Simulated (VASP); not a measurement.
# Si3W2 (Cmmm) in VASP: further runs

Runs on Si3W2. Level: PBE. Tasks: single point.

Everything below comes from runs of VASP 6.6.1. Logs are shortened: lines on timing, memory, paths and dates and some standing lists are left out, and cuts for length are marked.

### Step 1. The cell of the first run

The structure is orthorhombic, space group Cmmm (No. 65). The conventional cell has a = 5.147 Å, b = 5.506 Å, c = 6.277 Å, α = 90.00°, β = 90.00°, γ = 90.00°. Within 2.6 Å of Si (site symmetry 2/m) lie 4 Si at 1.88 to 2.57 Å. Within 2.5 Å of Si (site symmetry mmm) lie 4 Si at 1.88 Å. W (site symmetry 2/m) has 4 W at 2.57 to 2.75 Å and 2 Si at 3.14 Å within 3.4 Å.

The cell was generated, and may not be a known phase.

### Step 2. Single point, PBE

Input file INCAR:

```
PREC = Accurate
ENCUT = 520
EDIFF = 1E-7
ISMEAR = 0
SIGMA = 0.1
LREAL = False
LASPH = True
NELM = 80
ALGO = Normal
ISIF = 2
LWAVE = False
LCHARG = False
GGA = PE
NBANDS = 28
```

Input file KPOINTS:

```
Automatic mesh
0
Gamma
  4 4 4
```

Input file POSCAR:

```
Si3W2
1.0
    2.5735588200     -2.7531613800      0.0000000000
    2.5735588200      2.7531613800      0.0000000000
    0.0000000000      0.0000000000      6.2771254700
Si W
3 2
Direct
    0.0000000000      0.5000000000      0.5000000000
    0.5000000000      0.0000000000      0.5000000000
    0.0000000000      0.0000000000      0.5000000000
    0.0000000000      0.5000000000      0.0000000000
    0.5000000000      0.0000000000      0.0000000000
```

Potentials or basis: VASP PAW PBE potentials, release 64 (Si, W_sv).

Command:

```sh
cat potpaw_PBE.64/Si/POTCAR potpaw_PBE.64/W_sv/POTCAR > POTCAR
mpirun -np 1 vasp_std > vasp.out
```

OUTCAR:

```text
PREC = Accurate
   ENCUT = 520
   EDIFF = 1E-7
   ISMEAR = 0
   LREAL = False
   LASPH = True
   NELM = 80
   ISIF = 2
   GGA = PE

 ion  position               nearest neighbor table
   1  0.000  0.500  0.500-   3 1.88   3 1.88   2 2.57   2 2.57   2 2.75   2 2.75   4 3.14   4 3.14

   2  0.500  0.000  0.500-   3 1.88   3 1.88   1 2.57   1 2.57   1 2.75   1 2.75   5 3.14   5 3.14

   3  0.000  0.000  0.500-   1 1.88   2 1.88   1 1.88   2 1.88
   4  0.000  0.500  0.000-   5 2.57   5 2.57   5 2.75   5 2.75   1 3.14   1 3.14
   5  0.500  0.000  0.000-   4 2.57   4 2.57   4 2.75   4 2.75   2 3.14   2 3.14

  LATTYP: Found a base centered orthorhombic cell.
 ALAT       =     5.1471176400
 B/A-ratio  =     1.0697876258
 C/A-ratio  =     1.2195418697

  Lattice vectors:

 A1 = (   2.5735588200,  -2.7531613800,   0.0000000000)
 A2 = (   2.5735588200,   2.7531613800,   0.0000000000)
 A3 = (   0.0000000000,   0.0000000000,   6.2771254700)

Analysis of symmetry for initial positions (statically):
=====================================================================
 Subroutine PRICEL returns:
 Original cell was already a primitive cell.

 Routine SETGRP: Setting up the symmetry group for a
 base centered orthorhombic supercell.

 Subroutine GETGRP returns: Found  8 space group operations
 (whereof  8 operations were pure point group operations)
 out of a pool of  8 trial point group operations.

The static configuration has the point symmetry D_2h.

Analysis of symmetry for dynamics (positions and initial velocities):
=====================================================================
 Subroutine PRICEL returns:
 Original cell was already a primitive cell.

 Routine SETGRP: Setting up the symmetry group for a
 base centered orthorhombic supercell.

 Subroutine GETGRP returns: Found  8 space group operations
 (whereof  8 operations were pure point group operations)
 out of a pool of  8 trial point group operations.

The dynamic configuration has the point symmetry D_2h.

 Subroutine INISYM returns: Found  8 space group operations
 (whereof  8 operations are pure point group operations),
 and found     1 'primitive' translations

----------------------------------------------------------------------------------------

                                     Primitive cell

  volume of cell :      88.9522

  direct lattice vectors                    reciprocal lattice vectors
     2.573558820 -2.753161380  0.000000000     0.194283494 -0.181609405  0.000000000
     2.573558820  2.753161380  0.000000000     0.194283494  0.181609405  0.000000000
     0.000000000  0.000000000  6.277125470     0.000000000  0.000000000  0.159308589

  length of vectors
     3.768700384  3.768700384  6.277125470     0.265947461  0.265947461  0.159308589

  position of ions in fractional coordinates (direct lattice)
     1.000000000  0.500000000  0.500000000
     0.500000000  1.000000000  0.500000000
     0.000000000  0.000000000  0.500000000
     1.000000000  0.500000000  0.000000000
     0.500000000  1.000000000  0.000000000

  ion indices of the primitive-cell ions
   primitive index   ion index
                 1           1
                 2           2
                 3           3
                 4           4
                 5           5

----------------------------------------------------------------------------------------

 KPOINTS: Automatic mesh

Automatic generation of k-mesh.
 Grid dimensions read from file:
 generate k-points for:    4    4    4

 Generating k-lattice:

  Cartesian coordinates                     Fractional coordinates (reciprocal lattice)
     0.048570874 -0.045402351  0.000000000     0.250000000 -0.000000000  0.000000000
     0.048570874  0.045402351  0.000000000    -0.000000000  0.250000000  0.000000000
     0.000000000  0.000000000  0.039827147     0.000000000  0.000000000  0.250000000

  Length of vectors
     0.066486865  0.066486865  0.039827147

  Shift w.r.t. Gamma in fractional coordinates (k-lattice)
     0.000000000  0.000000000  0.000000000

 Subroutine IBZKPT returns following result:
 ===========================================

 Found     21 irreducible k-points:

 Following reciprocal coordinates:
            Coordinates               Weight
  0.000000  0.000000  0.000000      1.000000
  0.250000 -0.000000  0.000000      4.000000
  0.500000 -0.000000  0.000000      2.000000
  0.250000  0.250000  0.000000      2.000000
  0.500000  0.250000  0.000000      4.000000
 -0.250000  0.250000  0.000000      2.000000
[... 13 lines left out ...]
 -0.250000  0.250000  0.500000      2.000000
  0.500000  0.500000  0.500000      1.000000
   k-points           NKPTS =     21   k-points in BZ     NKDIM =     21   number of bands    NBANDS=     28
   number of dos      NEDOS =    301   number of ions     NIONS =      5
   total plane-waves  NPLWV =  37632
   dimension x,y,z NGX =    28 NGY =   28 NGZ =   48
   dimension x,y,z NGXF=    56 NGYF=   56 NGZF=   96
   ions per type =               3   2
   NGX,Y,Z   is equivalent  to a cutoff of  12.35, 12.35, 12.71 a.u.
   NGXF,Y,Z  is equivalent  to a cutoff of  24.70, 24.70, 25.43 a.u.
 SYSTEM =  unknown system
   PREC   = accura    normal or accurate (medium, high low for compatibility)
   ISTART =      0    job   : 0-new  1-cont  2-samecut
   ICHARG =      2    charge: 1-file 2-atom 10-const
   ISPIN  =      1    spin polarized calculation?
   LNONCOLLINEAR =      F non collinear calculations
   LSORBIT =      F    spin-orbit coupling
   LASPH  =      T    aspherical Exc in radial PAW
   ENCUT  =  520.0 eV  38.22 Ry    6.18 a.u.   7.01  7.01 11.67*2*pi/ulx,y,z
   NELM   =     80;   NELMIN=  2; NELMDL= -5     # of ELM steps
   EDIFF  = 0.1E-06   stopping-criterion for ELM
   LREAL  =      F    real-space projection
   EDIFFG = 0.1E-05   stopping-criterion for IOM
   NSW    =      0    number of steps for IOM
   IBRION =     -1    ionic relax: 0-MD 1-quasi-New 2-CG
   NFREE  =      0    steps in history (QN), initial steepest desc. (CG)
   ISIF   =      2    stress and relaxation
   ISYM   =      2    0-nonsym 1-usesym 2-fastsym
   POTIM  = 0.5000    time-step for ionic-motion
   TEBEG  =    0.0;   TEEND  =   0.0 temperature during run
   PSTRESS=    0.0 pullay stress
   NELECT =      40.0000    total number of electrons
   NUPDOWN=      -1.0000    fix difference up-down
   EMIN   =  10.00;   EMAX   =-10.00  energy-range for DOS
   EFERMI =   0.00;   METHOD = LEGACY
   ISMEAR =     0;   SIGMA  =   0.10  broadening in eV -4-tet -1-fermi 0-gaus
   EFERMI_NEDOS =   21; number of points for ismear=-14 and -15
   IALGO  =     38    algorithm
   IMIX   =      4    mixing-type and parameters
     AMIX     =   0.40;   BMIX     =  1.00
     AMIX_MAG =   1.60;   BMIX_MAG =  1.00
  volume/ion in A,a.u.               =      17.79       120.06
  Fermi-wavevector in a.u.,A,eV,Ry     =   1.254226  2.370144 21.403109  1.573084
  Thomas-Fermi vector in A             =   2.388042
   LORBIT       =      0    0 simple, 1 ext, 2 COOP (PROOUT), +10 PAW based schemes
   GGA     = PE    functional components
   LHFCALC =     F    Hartree Fock is set to
   AEXX    =    0.0000 exact exchange contribution
   IVDW    =     0    specifies the selected vdW correction
   LEPSILON=     F    determine dielectric tensor
   LRPA    =     F    only Hartree local field effects (RPA)
 non-spin polarized calculation
 Gauss-broadening in eV      SIGMA  =   0.10
  energy-cutoff  :      520.00
  volume of cell :       88.95
 maximum number of plane-waves:      2420
   NGX = 13   NGY = 13   NGZ = 23

 number of electron      40.0000002 magnetization

 Free energy of the ion-electron system (eV)
  ---------------------------------------------------
  ext. energy  EPLUGINS =         0.00000000
  ---------------------------------------------------
  free energy    TOTEN  =       -27.82286495 eV

  energy without entropy =      -27.80713887  energy(sigma->0) =      -27.81500191

 E-fermi :   7.9557     XC(G=0): -11.1307

 val. band max:        7.9160730298   @ k =   0.2500   0.2500   0.0000
 cond. band min:       7.9575118010   @ k =   0.0000   0.0000   0.5000
 fundamental gap:      0.0414387712
 Fermi energy:         7.9557105497

 k-point     1 :       0.0000    0.0000    0.0000
  band No.  band energies     occupation
      1     -65.9796      2.00000
      2     -65.8028      2.00000
      3     -30.7405      2.00000
      4     -30.3040      2.00000
      5     -30.2891      2.00000
      6     -30.0339      2.00000
[... 20 lines left out ...]
     27      12.3518      0.00000
     28      13.0490      0.00000

 k-point     2 :       0.2500   -0.0000    0.0000
  band No.  band energies     occupation
      1     -65.9536      2.00000
      2     -65.8287      2.00000
      3     -30.5570      2.00000
      4     -30.2512      2.00000
      5     -30.2221      2.00000
      6     -30.0707      2.00000
[... 20 lines left out ...]
     27      11.4841      0.00000
     28      11.7620      0.00000

 k-point     3 :       0.5000   -0.0000    0.0000
  band No.  band energies     occupation
      1     -65.8911      2.00000
      2     -65.8911      2.00000
      3     -30.1605      2.00000
      4     -30.1604      2.00000
      5     -30.0921      2.00000
      6     -30.0886      2.00000
[... 20 lines left out ...]
     27       9.3314      0.00000
     28       9.3776      0.00000

 k-point     4 :       0.2500    0.2500    0.0000
  band No.  band energies     occupation
      1     -65.9179      2.00000
      2     -65.8642      2.00000
      3     -30.4027      2.00000
      4     -30.2033      2.00000
      5     -30.1322      2.00000
      6     -30.1172      2.00000
[... 485 lines left out ...]
     27      11.6407      0.00000
     28      11.9826      0.00000

 k-point    20 :      -0.2500    0.2500    0.5000
  band No.  band energies     occupation
      1     -65.9523      2.00000
      2     -65.8294      2.00000
      3     -30.7944      2.00000
      4     -30.2444      2.00000
      5     -30.0945      2.00000
      6     -30.0751      2.00000
[... 20 lines left out ...]
     27      11.5501      0.00000
     28      11.6374      0.00000

 k-point    21 :       0.5000    0.5000    0.5000
  band No.  band energies     occupation
      1     -65.9250      2.00000
      2     -65.8558      2.00000
      3     -30.8478      2.00000
      4     -30.4991      2.00000
      5     -30.1992      2.00000
      6     -30.1160      2.00000
[... 20 lines left out ...]
     27      11.9935      0.00000
     28      12.1086      0.00000

------------------------ aborting loop because EDIFF is reached ----------------------------------------

  FORCE on cell =-STRESS in cart. coord.  units (eV):
  Direction    XX          YY          ZZ          XY          YZ          ZX
  --------------------------------------------------------------------------------------
  -------------------------------------------------------------------------------------
  Total       35.5564355     31.7501307    -13.5449812     -0.0000000      0.0000000      0.0000000
  in kB      640.4308249    571.8729128   -243.9677475     -0.0000000      0.0000000      0.0000000
  external PRESSURE =     322.7786634 kB  Pullay stress =       0.0000000 kB

 VOLUME and BASIS-vectors are now :
 -----------------------------------------------------------------------------
  energy-cutoff  :      520.00
  volume of cell :       88.95
      direct lattice vectors                 reciprocal lattice vectors
     2.573558820 -2.753161380  0.000000000     0.194283494 -0.181609405  0.000000000
     2.573558820  2.753161380  0.000000000     0.194283494  0.181609405  0.000000000
     0.000000000  0.000000000  6.277125470     0.000000000  0.000000000  0.159308589

 POSITION                                       TOTAL-FORCE (eV/Angst)
 -----------------------------------------------------------------------------------
      1.28678      1.37658      3.13856         0.000000      0.000000      0.000000
      1.28678     -1.37658      3.13856        -0.000000     -0.000000      0.000000
      0.00000      0.00000      3.13856         0.000000      0.000000      0.000000
      1.28678      1.37658      0.00000         0.000000      0.000000      0.000000
      1.28678     -1.37658      0.00000         0.000000      0.000000      0.000000
 -----------------------------------------------------------------------------------
    total drift:                                0.000000      0.000000     -0.000000

  FREE ENERGIE OF THE ION-ELECTRON SYSTEM (eV)
  ---------------------------------------------------
  free  energy   TOTEN  =       -27.8228649472 eV

  energy  without entropy=      -27.8071388726  energy(sigma->0) =      -27.81500191
```

It took 81 s on 1 thread of Intel Xeon 8259CL, shared host; peak memory 0.2 GiB.

Results:

* Free energy: -27.8229 eV
* Pressure: 32.3 GPa
* Band gap on the k mesh: zero (bands 20 and 21 overlap by 1.05 eV)

Caveat: the k points lie up to 0.42 Å⁻¹ apart, too coarse for converged energies and pressures of a metal; spin-orbit coupling is left out, which moves the levels of the heavy elements.

### Step 3. Single point, PBE

This run uses another cell than the first one, of 19.56 Å³/atom.

Input file INCAR:

```
SYSTEM = Si3W2
PREC = Accurate
ENCUT = 520
EDIFF = 1E-6
ISMEAR = 0
SIGMA = 0.1
LREAL = .FALSE.
LASPH = .TRUE.
NELM = 80
ALGO = Normal
ISIF = 2
LWAVE = .FALSE.
LCHARG = .FALSE.
GGA = PE
NBANDS = 28
```

Input file KPOINTS:

```
Automatic mesh
0
G
  4 4 4
  0 0 0
```

POSCAR, as its differences from that of step 2:

```diff
@@ -2,5 +2,5 @@
 1.0
-    2.5735588200     -2.7531613800      0.0000000000
-    2.5735588200      2.7531613800      0.0000000000
-    0.0000000000      0.0000000000      6.2771254700
+    2.6451360156     -3.8011702663      0.0000000000
+    2.6451360156      3.8011702663      0.0000000000
+    0.0000000000      0.0000000000      4.8643430050
 Si W
```

Potentials or basis: VASP PAW PBE potentials, release 64 (Si, W_sv).

Command:

```sh
cat potpaw_PBE.64/Si/POTCAR potpaw_PBE.64/W_sv/POTCAR > POTCAR
mpirun -np 1 vasp_std > vasp.out
```

Run time: 80 s. Hardware: 1 thread of Intel Xeon 8259CL, shared host; peak memory 0.23 GiB.

It converged, with:

| Property | Result |
| --- | --- |
| Free energy | -35.1044 eV |
| Pressure | 0.2 GPa |
| Band gap on the k mesh | zero (bands 20 and 21 overlap by 1.18 eV) |

Stress tensor (GPa, compression positive):
```
0.33 0.00 0.00
0.00 0.11 0.00
0.00 0.00 0.07
```

Levels at points of the mesh, in eV from the Fermi level:
| k point | band 16 | band 17 | band 18 | band 19 | band 20 | band 21 | band 22 | band 23 | band 24 | band 25 |
| --- | --- | --- | --- | --- | --- | --- | --- | --- | --- | --- |
| (0.00, 0.00, 0.00) | -2.94 | -2.38 | -1.54 | -1.36 | -0.70 | -0.42 | 1.84 | 2.04 | 2.09 | 2.73 |
| (0.50, 0.00, 0.00) | -1.29 | -0.98 | -0.85 | -0.79 | -0.13 | -0.06 | 0.40 | 0.81 | 0.99 | 1.34 |
| (0.50, 0.50, 0.00) | -1.97 | -1.62 | -0.69 | 0.39 | 0.58 | 0.85 | 1.39 | 1.51 | 1.65 | 1.69 |
| (0.00, 0.00, 0.50) | -2.93 | -2.83 | -2.71 | -2.12 | 0.22 | 1.73 | 2.00 | 2.38 | 2.51 | 2.57 |
| (0.50, 0.00, 0.50) | -1.41 | -1.07 | -1.00 | -0.56 | -0.44 | 0.29 | 0.48 | 0.62 | 1.41 | 2.66 |
| (0.50, 0.50, 0.50) | -2.77 | -1.44 | -0.66 | -0.42 | -0.36 | 0.92 | 1.12 | 1.31 | 2.49 | 2.59 |

Caveat: the k points lie up to 0.36 Å⁻¹ apart, too coarse for converged energies and pressures of a metal; spin-orbit coupling is left out, which moves the levels of the heavy elements.

The gap in the log of VASP goes by the Fermi energy; the results here count the filled bands.